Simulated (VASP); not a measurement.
Wanted: the native input for a VASP 6.6.1 run.

* Task: single point
* Functional: PBEsol
* Potentials or basis: VASP PAW PBE potentials, release 64 (Rb_sv)
* Cutoff: 520 eV
* k mesh: 7 × 7 × 7
* Occupations: fermi-dirac, width 0.05 eV
* Spin: non-collinear spin, zero start, spin-orbit coupling
* Starting moments: [[0.0, 0.0, 0.0]] μB
* Dipole correction: no
* Further INCAR settings: ALGO = Fast; EDIFF = 1e-06; NBANDS = 20

The structure of Rb lies in POSCAR:

```
Rb
1.0
   -2.8025000000      2.8025000000      2.8025000000
    2.8025000000     -2.8025000000      2.8025000000
    2.8025000000      2.8025000000     -2.8025000000
Rb
1
Direct
    0.0000000000      0.0000000000      0.0000000000
```

These files were run (other wordings do the same):

INCAR

```
PREC     = Accurate       # precision mode
ENCUT    = 520            # plane-wave cutoff, eV
EDIFF    = 1E-6           # SCF threshold, eV
ISMEAR   = -1             # smearing method
SIGMA    = 0.05           # smearing width, eV
LREAL    = False          # projectors in reciprocal space
LASPH    = True           # aspherical terms in the spheres
NELM     = 150            # most SCF steps
ALGO     = Fast           # electronic algorithm
ISIF     = 2              # what is computed and relaxed
LWAVE    = False          # write WAVECAR
LCHARG   = False          # write CHGCAR
MAGMOM   = 0 0 0          # initial moments
LORBIT   = 11             # projections on sites
LSORBIT  = True           # spin-orbit coupling
GGA_COMPAT= False        
LORBMOM  = True         
GGA      = PS             # functional
NBANDS   = 20             # bands
```

KPOINTS

```
Automatic mesh
0
Gamma
  7 7 7
```

Potentials or basis: VASP PAW PBE potentials, release 64 (Rb_sv).

Command:

```bash
$ cat potpaw_PBE.64/Rb_sv/POTCAR > POTCAR
$ mpirun -np 1 vasp_ncl > vasp.out
```

Results of the run:

| Item | Value |
| --- | --- |
| Pressure | -0.1 GPa |
| Net moment | 0.00 μB per cell |
| Valence electrons inside the program's atomic spheres | Rb 7.29 |

Caveat: the PAW data sets were made with another functional, which shifts forces and pressure a little.

It took 88 s on 1 thread of Intel Xeon 6975P-C, on a shared host, peak memory 0.39 GiB.
